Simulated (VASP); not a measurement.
LiNbO3, 5 atoms in the cell. The structure is cubic, space group Pm-3m (No. 221). Conventional cell: a = 3.956 Å, b = 3.956 Å, c = 3.956 Å, α = 90.00°, β = 90.00°, γ = 90.00°. Within 3.7 Å of Li (site symmetry m-3m) lie 12 O at 2.80 Å and 8 Nb at 3.43 Å. Within 2.6 Å of Nb (site symmetry m-3m) lie 6 O at 1.98 Å. O (site symmetry 4/mmm) has 2 Nb at 1.98 Å within 2.6 Å. 

| Quantity | Value |
| --- | --- |
| Program | VASP 6.6.1 |
| Task | relaxation of cell and atoms |
| Functional | r2SCAN |
| Potentials or basis | VASP PAW PBE potentials, release 64 (Li_sv, Nb_sv, O) |
| Cutoff | 600 eV |
| k mesh | 6 × 6 × 6 |
| Occupations | fermi-dirac, width 0.02 eV |
| Spin | no spin polarisation |
| Dipole correction | no |
| Further INCAR settings | ALGO = Normal; EDIFF = 1e-06; IBRION = 2; EDIFFG = -0.005; NSW = 80; ISIF = 3 |

Potentials or basis: VASP PAW PBE potentials, release 64 (Li_sv, Nb_sv, O).

Run with:

```console
$ cat potpaw_PBE.64/Li_sv/POTCAR potpaw_PBE.64/Nb_sv/POTCAR potpaw_PBE.64/O/POTCAR > POTCAR
$ cp INCAR.step1 INCAR
$ mpirun -np 1 vasp_std > vasp.out
$ cp INCAR.step2 INCAR
$ mpirun -np 1 vasp_std > vasp.out
```

Hardware: 1 thread of AMD EPYC 9R45 (Zen 5), on a shared host.

Problem. Estimate the wall time of this run.

Solution. Run time: 4.4 min on 1 thread of AMD EPYC 9R45 (Zen 5) (shared host), peak memory 0.17 GiB. Counts: k points 20, ion steps 3.
